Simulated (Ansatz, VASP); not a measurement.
FePt: VASP beside Ansatz

Contents of INCAR:

```
PREC = Accurate ; ENCUT = 520
EDIFF = 1E-6 ; ISMEAR = -1
SIGMA = 0.1 ; LREAL = False
LASPH = True ; NELM = 150
ALGO = Normal ; ISIF = 2
LWAVE = False ; LCHARG = False
ISPIN = 2 ; MAGMOM = 2.9 0.4
LORBIT = 11 ; LMAXMIX = 4
GGA = PS ; NBANDS = 20
```

File KPOINTS:

```
Automatic mesh
0
Gamma
  14 14 10
```

Contents of POSCAR:

```
FePt
1.0
    2.6879354321      0.0000000000      0.0000000000
    0.0000000000      2.6879354321      0.0000000000
    0.0000000000      0.0000000000      3.7164577630
Fe Pt
1 1
Direct
    0.0000000000      0.0000000000      0.0000000000
    0.5000000000      0.5000000000      0.5000000000
```

Input for Ansatz:

```yaml
crystal:
  lattice:
    - [2.68793543207, 0.0, 0.0]
    - [0.0, 2.68793543207, 0.0]
    - [0.0, 0.0, 3.71645776303]
  atoms:
    - { symbol: Fe, position: [0.0, 0.0, 0.0], spin: 2.9 }
    - { symbol: Pt, position: [0.5, 0.5, 0.5], spin: 0.4 }
magnetization:
  spin_polarized: true
kpoints:
  mp_grid: { grid: [14, 14, 10] }
scf:
  occupations: { method: fermi_dirac, width: 0.1 }
hamiltonian:
  xc: pbesol
  pseudopotentials: { kind: all_electron, lapw: { basis_error: 0.001 } }
output:
  forces: true
  stress: true
  eigenvalues: true
  eigenstates:
    nscf_kmesh: { grid: [20, 20, 16] }
    de_dk: true
    e_range: [-14, 14]
  optics:
    e_range: [0, 30]
    de: 0.2
    sigma: 0.25
    bands: { spectra_wanted_up_to: 30 }
    nscf_kmesh: { grid: [20, 20, 16] }
    drude_damping: 0.03
checkpoint:
  write: ck
  write_wavefunctions: false
```

Alike in both runs: task single point; functional PBEsol; k mesh 14 × 14 × 10; occupations fermi-dirac, width 0.1 eV; collinear spin.

|  | VASP | Ansatz |
| --- | --- | --- |
| version | VASP 6.6.1 | Ansatz 0.2.0 |
| potentials or method | VASP PAW PBE potentials, release 64 (Fe, Pt), cutoff 520 eV | all-electron LAPW, scalar-relativistic |

Ansatz gave:

| Quantity | Value |
| --- | --- |
| pressure (GPa) | 0.0 |
| traceless stress, the component that is largest in VASP (GPa) | 0.01 |
| net moment per atom (μB) | 1.60 |
| size of the moment on the site where the two differ most (μB) | 2.90 |

Q: What did VASP give for the same quantities?

A: Pressure (GPa): -0.3; traceless stress, the component that is largest in VASP (GPa): 0.06; net moment per atom (μB): 1.60; size of the moment on the site where the two differ most (μB): 2.85.

VASP's potentials were made for PBE, not for PBEsol. Site moments also hang on the region over which each program counts them. Ansatz ran all-electron here, and VASP with PAW potentials. Ansatz's warnings: optics on partly filled bands.

Spin-orbit coupling is off throughout.
